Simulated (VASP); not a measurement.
Wanted: the native input for a VASP 6.6.1 run.

```yaml
Task: single point
Functional: PBE
Dispersion: D3(BJ)
Potentials_or_basis: VASP PAW PBE potentials, release 64 (Mo_sv, S)
Cutoff: 520 eV
k_mesh: 12 × 12 × 12
Occupations: gaussian, width 0.05 eV
Spin: no spin polarisation
Dipole_correction: no
Further_INCAR_settings: ALGO = Normal; EDIFF = 1e-06; NBANDS = 20
```

The structure of MoS2 lies in POSCAR:

```
MoS2
1.0
    1.6554000000      0.9557456356      5.9978900580
   -1.6554000000      0.9557456356      5.9978900580
    0.0000000000     -1.9114912712      5.9978900580
Mo S
1 2
Direct
    0.0000172156      0.0000172156      0.0000172156
    0.7535368444      0.7535368444      0.7535368444
    0.5797459400      0.5797459400      0.5797459400
```

The input as run:

INCAR

```
  PREC = Accurate
  ENCUT = 520
  EDIFF = 1E-6
  ISMEAR = 0
  SIGMA = 0.05
  LREAL = F
  LASPH = T
  NELM = 80
  ALGO = Normal
  ISIF = 2
  LWAVE = F
  LCHARG = F
  GGA = PE
  IVDW = 12
  NBANDS = 20
```

KPOINTS

```
Automatic mesh
0
Gamma
  12 12 12
```

Potentials or basis: VASP PAW PBE potentials, release 64 (Mo_sv, S).

The run is started by

```console
$ cat potpaw_PBE.64/Mo_sv/POTCAR potpaw_PBE.64/S/POTCAR > POTCAR
$ mpirun -np 1 vasp_std > vasp.out
```

It gave:

The pressure is -11.9 GPa and the largest force is 0.825 eV/Å. The band gap on the k mesh is 0.45 eV (least direct gap 1.35 eV) and the dispersion energy per atom is -0.398 eV.

Caveat: the stress differs along the axes, from -14 to -8 GPa; semilocal functionals underestimate gaps, and a narrow one can read as zero.

Run time: 13 min on 1 thread of Intel Xeon 8259CL, on a shared host, peak memory 0.46 GiB.
